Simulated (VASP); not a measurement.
Runs of VASP 6.6.1 on Fe3Ge. The structure is that of space group Pm-3m (No. 221), or close to it. The cells are those of the table. 

```tsv
cell	gap on the mesh (eV)	pressure (GPa)	moment (μB)
a = 3.685 Å, 4 atoms	none	(b)	6.53
a = 3.661 Å, 4 atoms	none	-11.4	6.41
a = 3.586 Å, 4 atoms	none	-0.3	6.23
a = 3.611 Å, 4 atoms	none	-4.5	(a)
a = 3.709 Å, 4 atoms	none	-15.8	6.72
a = 3.636 Å, 4 atoms	none	-8.2	6.34
```

Alike in all rows: task single point; level PBEsol; potentials or basis VASP PAW PBE potentials, release 64 (Ge_d, Fe); spin collinear, ferromagnetic start; k mesh 7 × 7 × 7; cutoff (eV) 520; smearing fermi-dirac 0.05 eV.

**Question.** Estimate the missing entries.

**Answer.** (a) 6.28; (b) -13.9.

Caveats: the PAW data sets were made with another functional, which shifts forces and pressure a little.

A k mesh can miss the band edges, and the runs leave out spin-orbit coupling on Ge.

A gap of «none» marks levels without a gap at the run's occupations.
